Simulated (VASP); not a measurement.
# Ti (P6/mmm) in VASP: notebook

The runs below take Ti through single point, relaxation of cell and atoms, with r2SCAN+D4.

Everything below comes from runs of VASP 6.6.1. Logs are shortened: lines on timing, memory, paths and dates and some standing lists are left out, and cuts for length are marked.

**1. The cell of the first run**

Symmetry: P6/mmm, No. 191, hexagonal system. The conventional cell has a = 4.559 Å, b = 4.559 Å, c = 2.822 Å, α = 90.00°, β = 90.00°, γ = 120.00°. Within 3.7 Å of Ti (site symmetry 6/mmm) lie 14 Ti at 2.82 to 2.99 Å. Within 3.5 Å of Ti (site symmetry -6m2) lie 11 Ti at 2.63 to 2.99 Å.

This isn't the form of Ti at room conditions, which is hcp.

**2. Single point, r2SCAN+D4**

Input file POSCAR:

```
Ti
1.0
    4.5594919799      0.0000000000      0.0000000000
   -2.2797459899      3.9486358829      0.0000000000
    0.0000000000      0.0000000000      2.8215381232
Ti
3
Direct
    0.0000000000      0.0000000000      0.0000000000
    0.3333333333      0.6666666667      0.5000000000
    0.6666666667      0.3333333333      0.5000000000
```

Input file INCAR.step1:

```
SYSTEM = Ti
ALGO = Normal
EDIFF = 1E-4
ENCUT = 520
GGA = PE
ISMEAR = -1
LASPH = .TRUE.
LCHARG = .FALSE.
LREAL = .FALSE.
LWAVE = .TRUE.
NBANDS = 25
NELM = 80
PREC = Accurate
SIGMA = 0.1
```

Input file INCAR.step2:

```
SYSTEM = Ti
ALGO = Normal
EDIFF = 1E-7
ENCUT = 520
ISIF = 2
ISMEAR = -1
ISTART = 1
IVDW = 13
LASPH = .TRUE.
LCHARG = .FALSE.
LMIXTAU = .TRUE.
LREAL = .FALSE.
LWAVE = .FALSE.
METAGGA = R2SCAN
NBANDS = 25
NELM = 80
PREC = Accurate
SIGMA = 0.1
VDW_A1 = 0.51559235
VDW_A2 = 5.77342911
VDW_S6 = 1.0
VDW_S8 = 0.6018749
```

Input file KPOINTS:

```
k-points
0
G
  8 8 11
  0 0 0
```

Potentials or basis: VASP PAW PBE potentials, release 64 (Ti_sv).

Launch:

```bash
cat potpaw_PBE.64/Ti_sv/POTCAR > POTCAR
cp INCAR.step1 INCAR
mpirun -np 1 vasp_std > vasp.out
cp INCAR.step2 INCAR
mpirun -np 1 vasp_std > vasp.out
```

OUTCAR:

```text
SYSTEM = Ti
   EDIFF = 1E-7
   ENCUT = 520
   ISIF = 2
   ISMEAR = -1
   ISTART = 1
   IVDW = 13
   LASPH = .TRUE.
   LREAL = .FALSE.
   METAGGA = R2SCAN
   NELM = 80
   PREC = Accurate

 ion  position               nearest neighbor table
   1  0.000  0.000  0.000-
   2  0.333  0.667  0.500-   3 2.63   3 2.63   3 2.63
   3  0.667  0.333  0.500-   2 2.63   2 2.63   2 2.63

  LATTYP: Found a hexagonal cell.
 ALAT       =     4.5594919799
 C/A-ratio  =     0.6188273026

  Lattice vectors:

 A1 = (   4.5594919799,   0.0000000000,   0.0000000000)
 A2 = (  -2.2797459899,   3.9486358829,   0.0000000000)
 A3 = (   0.0000000000,   0.0000000000,   2.8215381232)

Analysis of symmetry for initial positions (statically):
=====================================================================
 Subroutine PRICEL returns:
 Original cell was already a primitive cell.

 Routine SETGRP: Setting up the symmetry group for a
 hexagonal supercell.

 Subroutine GETGRP returns: Found 24 space group operations
 (whereof 24 operations were pure point group operations)
 out of a pool of 24 trial point group operations.

The static configuration has the point symmetry D_6h.

Analysis of symmetry for dynamics (positions and initial velocities):
=====================================================================
 Subroutine PRICEL returns:
 Original cell was already a primitive cell.

 Routine SETGRP: Setting up the symmetry group for a
 hexagonal supercell.

 Subroutine GETGRP returns: Found 24 space group operations
 (whereof 24 operations were pure point group operations)
 out of a pool of 24 trial point group operations.

The dynamic configuration has the point symmetry D_6h.

 Subroutine INISYM returns: Found 24 space group operations
 (whereof 24 operations are pure point group operations),
 and found     1 'primitive' translations

----------------------------------------------------------------------------------------

                                     Primitive cell

  volume of cell :      50.7983

  direct lattice vectors                    reciprocal lattice vectors
     4.559491980  0.000000000  0.000000000     0.219322680  0.126626008  0.000000000
    -2.279745990  3.948635883  0.000000000     0.000000000  0.253252017  0.000000000
     0.000000000  0.000000000  2.821538123     0.000000000  0.000000000  0.354416618

  length of vectors
     4.559491980  4.559491980  2.821538123     0.253252017  0.253252017  0.354416618

  position of ions in fractional coordinates (direct lattice)
     0.000000000  0.000000000  0.000000000
     0.333333333  0.666666667  0.500000000
     0.666666667  0.333333333  0.500000000

  ion indices of the primitive-cell ions
   primitive index   ion index
                 1           1
                 2           2
                 3           3

----------------------------------------------------------------------------------------

 KPOINTS: k-points

Automatic generation of k-mesh.
 Grid dimensions read from file:
 generate k-points for:    8    8   11

 Generating k-lattice:

  Cartesian coordinates                     Fractional coordinates (reciprocal lattice)
     0.027415335  0.015828251  0.000000000     0.125000000 -0.000000000  0.000000000
     0.000000000  0.031656502  0.000000000     0.000000000  0.125000000  0.000000000
     0.000000000  0.000000000  0.032219693     0.000000000  0.000000000  0.090909091

  Length of vectors
     0.031656502  0.031656502  0.032219693

  Shift w.r.t. Gamma in fractional coordinates (k-lattice)
     0.000000000  0.000000000  0.000000000

 Subroutine IBZKPT returns following result:
 ===========================================

 Found     60 irreducible k-points:

 Following reciprocal coordinates:
            Coordinates               Weight
  0.000000  0.000000  0.000000      1.000000
  0.125000 -0.000000  0.000000      6.000000
  0.250000 -0.000000  0.000000      6.000000
  0.375000  0.000000  0.000000      6.000000
  0.500000 -0.000000  0.000000      3.000000
  0.125000  0.125000  0.000000      6.000000
[... 16 lines left out ...]
  0.250000 -0.000000  0.181818     12.000000
  0.375000  0.000000  0.181818     12.000000
 [... further k-points ...]
   k-points           NKPTS =     60   k-points in BZ     NKDIM =     60   number of bands    NBANDS=     25
   number of dos      NEDOS =    301   number of ions     NIONS =      3
   total plane-waves  NPLWV =  31104
   dimension x,y,z NGX =    36 NGY =   36 NGZ =   24
   dimension x,y,z NGXF=    72 NGYF=   72 NGZF=   48
   ions per type =               3
   NGX,Y,Z   is equivalent  to a cutoff of  13.13, 13.13, 14.14 a.u.
   NGXF,Y,Z  is equivalent  to a cutoff of  26.25, 26.25, 28.28 a.u.
 SYSTEM =  Ti
   PREC   = accura    normal or accurate (medium, high low for compatibility)
   ISTART =      1    job   : 0-new  1-cont  2-samecut
   ICHARG =      0    charge: 1-file 2-atom 10-const
   ISPIN  =      1    spin polarized calculation?
   LNONCOLLINEAR =      F non collinear calculations
   LSORBIT =      F    spin-orbit coupling
   LASPH  =      T    aspherical Exc in radial PAW
   ENCUT  =  520.0 eV  38.22 Ry    6.18 a.u.   8.48  8.48  5.25*2*pi/ulx,y,z
   NELM   =     80;   NELMIN=  2; NELMDL=  0     # of ELM steps
   EDIFF  = 0.1E-06   stopping-criterion for ELM
   LREAL  =      F    real-space projection
   EDIFFG = 0.1E-05   stopping-criterion for IOM
   NSW    =      0    number of steps for IOM
   IBRION =     -1    ionic relax: 0-MD 1-quasi-New 2-CG
   NFREE  =      0    steps in history (QN), initial steepest desc. (CG)
   ISIF   =      2    stress and relaxation
   ISYM   =      2    0-nonsym 1-usesym 2-fastsym
   POTIM  = 0.5000    time-step for ionic-motion
   TEBEG  =    0.0;   TEEND  =   0.0 temperature during run
   PSTRESS=    0.0 pullay stress
   NELECT =      36.0000    total number of electrons
   NUPDOWN=      -1.0000    fix difference up-down
   EMIN   =  10.00;   EMAX   =-10.00  energy-range for DOS
   EFERMI =   0.00;   METHOD = LEGACY
   ISMEAR =    -1;   SIGMA  =   0.10  broadening in eV -4-tet -1-fermi 0-gaus
   EFERMI_NEDOS =   21; number of points for ismear=-14 and -15
   IALGO  =     38    algorithm
   IMIX   =      4    mixing-type and parameters
     AMIX     =   0.40;   BMIX     =  1.00
     AMIX_MAG =   1.60;   BMIX_MAG =  1.00
  volume/ion in A,a.u.               =      16.93       114.27
  Fermi-wavevector in a.u.,A,eV,Ry     =   1.459573  2.758193 28.985220  2.130354
  Thomas-Fermi vector in A             =   2.576124
   LORBIT       =      0    0 simple, 1 ext, 2 COOP (PROOUT), +10 PAW based schemes
   METAGGA = R2SCAN    functional components
   LHFCALC =     F    Hartree Fock is set to
   AEXX    =    0.0000 exact exchange contribution
   IVDW    =    13    specifies the selected vdW correction
   LEPSILON=     F    determine dielectric tensor
   LRPA    =     F    only Hartree local field effects (RPA)
 non-spin polarized calculation
  energy-cutoff  :      520.00
  volume of cell :       50.80
 maximum number of plane-waves:      1402
 NGX is ok and might be reduce to    36
   NGX = 17   NGY = 17   NGZ = 11

 number of electron      35.9999992 magnetization

 Free energy of the ion-electron system (eV)
  ---------------------------------------------------
  ext. energy  EPLUGINS =         0.00000000
  ---------------------------------------------------
  free energy    TOTEN  =       -38.93776057 eV

  energy without entropy =      -38.85043609  energy(sigma->0) =      -38.89409833

 E-fermi :   8.5454     XC(G=0): -12.5291

 val. band max:        8.5416545987   @ k =   0.3750   0.1250   0.0909
 cond. band min:       8.5475939010   @ k =   0.2500   0.2500   0.0000
 fundamental gap:      0.0059393023
 Fermi energy:         8.5453640770

 k-point     1 :       0.0000    0.0000    0.0000
  band No.  band energies     occupation
      1     -50.6609      2.00000
      2     -50.4299      2.00000
      3     -50.2608      2.00000
      4     -25.9302      2.00000
      5     -25.9302      2.00000
      6     -25.8830      2.00000
[... 17 lines left out ...]
     24      10.5369      0.00000
     25      10.6580      0.00000

 k-point     2 :       0.1250   -0.0000    0.0000
  band No.  band energies     occupation
      1     -50.6580      2.00000
      2     -50.4266      2.00000
      3     -50.2674      2.00000
      4     -25.9999      2.00000
      5     -25.9829      2.00000
      6     -25.8115      2.00000
[... 17 lines left out ...]
     24      10.2962      0.00000
     25      11.0118      0.00000

 k-point     3 :       0.2500   -0.0000    0.0000
  band No.  band energies     occupation
      1     -50.6511      2.00000
      2     -50.4161      2.00000
      3     -50.2853      2.00000
      4     -26.0739      2.00000
      5     -25.9968      2.00000
      6     -25.7328      2.00000
[... 17 lines left out ...]
     24      10.5229      0.00000
     25      11.3884      0.00000

 k-point     4 :       0.3750    0.0000    0.0000
  band No.  band energies     occupation
      1     -50.6445      2.00000
      2     -50.3995      2.00000
      3     -50.3091      2.00000
      4     -26.1234      2.00000
      5     -25.9509      2.00000
      6     -25.7023      2.00000
[... 17 lines left out ...]
     24      11.0322      0.00000
     25      11.2403      0.00000
[... 477 lines left out ...]
 k-point    22 :       0.1250   -0.0000    0.1818
  band No.  band energies     occupation
      1     -50.6363      2.00000
      2     -50.4136      2.00000
      3     -50.2509      2.00000
      4     -25.9602      2.00000
      5     -25.9478      2.00000
      6     -25.8004      2.00000
[... 17 lines left out ...]
     24      10.2842      0.00000
     25      11.3057      0.00000

 k-point    23 :       0.2500   -0.0000    0.1818
  band No.  band energies     occupation
      1     -50.6311      2.00000
      2     -50.4014      2.00000
      3     -50.2687      2.00000
      4     -26.0260      2.00000
      5     -25.9675      2.00000
      6     -25.7359      2.00000
[... 17 lines left out ...]
     24      10.4691      0.00000
     25      11.6067      0.00000

 k-point    24 :       0.3750    0.0000    0.1818
  band No.  band energies     occupation
      1     -50.6263      2.00000
      2     -50.3829      2.00000
      3     -50.2925      2.00000
      4     -26.0703      2.00000
      5     -25.9383      2.00000
      6     -25.7575      2.00000
[... 17 lines left out ...]
     24      10.8891      0.00000
     25      11.2571      0.00000

 [... further k-points ...]

------------------------ aborting loop because EDIFF is reached ----------------------------------------

  DFT-D4 for vdW energy calculation

  Edisp (eV):   -0.20668

  FORCE on cell =-STRESS in cart. coord.  units (eV):
  Direction    XX          YY          ZZ          XY          YZ          ZX
  --------------------------------------------------------------------------------------
  -------------------------------------------------------------------------------------
  Total       0.14762     0.14762     0.12744     0.00000     0.00000    -0.00000
  in kB       4.65595     4.65595     4.01944     0.00000     0.00000    -0.00000
  external pressure =        4.44 kB  Pullay stress =        0.00 kB

 VOLUME and BASIS-vectors are now :
 -----------------------------------------------------------------------------
  energy-cutoff  :      520.00
  volume of cell :       50.80
      direct lattice vectors                 reciprocal lattice vectors
     4.559491980  0.000000000  0.000000000     0.219322680  0.126626008  0.000000000
    -2.279745990  3.948635883  0.000000000     0.000000000  0.253252017  0.000000000
     0.000000000  0.000000000  2.821538123     0.000000000  0.000000000  0.354416618

 POSITION                                       TOTAL-FORCE (eV/Angst)
 -----------------------------------------------------------------------------------
      0.00000      0.00000      0.00000         0.000000      0.000000     -0.000000
     -0.00000      2.63242      1.41077        -0.000000     -0.000000      0.000000
      2.27975      1.31621      1.41077         0.000000      0.000000     -0.000000
 -----------------------------------------------------------------------------------
    total drift:                                0.000000      0.000000     -0.000000

  FREE ENERGIE OF THE ION-ELECTRON SYSTEM (eV)
  ---------------------------------------------------
  free  energy   TOTEN  =       -39.1444452991 eV

  energy  without entropy=      -39.0571208139  energy(sigma->0) =      -39.10078306
```

Wall time 16 min (1 thread of AMD EPYC 7R13, shared host); peak memory 0.18 GiB.

What came out:

```
Free energy                : -39.1444 eV
Pressure                   : 0.4 GPa
Band gap on the k mesh     : zero (bands 18 and 19 overlap by 0.22 eV)
Dispersion energy per atom : -0.069 eV
```

Levels at points of the mesh, in eV from the Fermi level:
```tsv
k point	band 14	band 15	band 16	band 17	band 18	band 19	band 20	band 21	band 22	band 23
(0.00, 0.00, 0.00)	-2.03	-0.78	-0.78	-0.75	-0.75	0.04	0.85	1.47	1.47	1.99
(0.50, 0.00, 0.00)	-3.85	-2.77	-0.41	-0.34	-0.33	0.11	0.66	0.97	1.18	2.09
```

Caveat: the PAW data sets were made with another functional, which shifts forces and pressure a little.

[end of part 1 of 2]
